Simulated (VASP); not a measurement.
## LaScF: relaxation of cell and atoms with PBE

Crystal: LaScF.

```
CELL_PARAMETERS angstrom
3.37415 0.00000 0.00000
0.00000 3.37415 0.00000
0.00000 0.00000 5.60640
ATOMIC_POSITIONS crystal
La 0.00000 0.00000 0.50000
Sc 0.50000 0.50000 0.00000
F 0.00000 0.00000 0.00000
```

| Item | Value |
| --- | --- |
| Program | VASP 6.6.1 |
| Task | relaxation of cell and atoms |
| Functional | PBE |
| Potentials or basis | VASP PAW PBE potentials, release 64 (La, Sc_sv, F) |
| Cutoff | 600 eV |
| k mesh | 14 × 14 × 8 |
| Occupations | gaussian, width 0.1 eV |
| Spin | no spin polarisation |
| Dipole correction | no |
| Further INCAR settings | ALGO = Normal; EDIFF = 1e-07; IBRION = 2; EDIFFG = -0.01; NSW = 100; ISIF = 3 |

```json
{
 "Relaxed volume": "21.10 Å³/atom",
 "Relaxed cell": "a = 3.376 Å, b = 3.376 Å, c = 5.553 Å, α = 90.00°, β = 90.00°, γ = 90.00°",
 "Space group after relaxing (to 0.05 Å)": "P4/mmm (No. 123)",
 "Energy gained by relaxing": "0.4 meV/atom",
 "Ionic steps": "5",
 "Pressure after relaxing": "0.0 GPa"
}
```

Step by step:
```csv
step,energy change (eV),largest force (eV/Å),pressure (GPa),volume (Å³)
1,0.0000,0.0000,-0.37,63.83
2,-0.0010,0.0000,-0.04,63.37
3,-0.0011,0.0000,0.10,63.20
4,-0.0013,0.0000,0.05,63.24
5,-0.0013,0.0000,0.00,63.29
```

Final structure:
```
CELL_PARAMETERS angstrom
3.37614 0.00000 0.00000
0.00000 3.37614 0.00000
0.00000 0.00000 5.55260
ATOMIC_POSITIONS crystal
La 0.00000 0.00000 0.50000
Sc 0.50000 0.50000 0.00000
F 0.00000 0.00000 0.00000
```

Levels at points of the mesh, in eV from the Fermi level:
```tsv
k point	band 12	band 13	band 14	band 15	band 16	band 17
(0.00, 0.00, 0.00)	-7.71	-3.11	-1.38	-0.14	0.20	1.20
(0.50, 0.00, 0.00)	-7.73	-1.18	-0.26	-0.02	0.50	1.06
(0.50, 0.50, 0.00)	-7.56	-2.39	-1.45	-1.45	1.26	1.65
(0.00, 0.00, 0.50)	-7.92	-1.99	-0.89	-0.86	-0.56	0.97
(0.50, 0.00, 0.50)	-8.32	-1.69	-0.70	1.25	1.28	1.44
(0.50, 0.50, 0.50)	-8.07	-1.89	-0.03	-0.03	0.40	0.40
```

Wall time 8.1 min on 1 thread of AMD EPYC 9R45 96-Core Processor (Zen 5), on a shared host, peak memory 0.45 GiB.

Caveat: spin-orbit coupling is left out, which moves the levels of the heavy elements; an odd number of electrons without spin polarisation forces a metal; a magnetic or distorted state may lie lower.
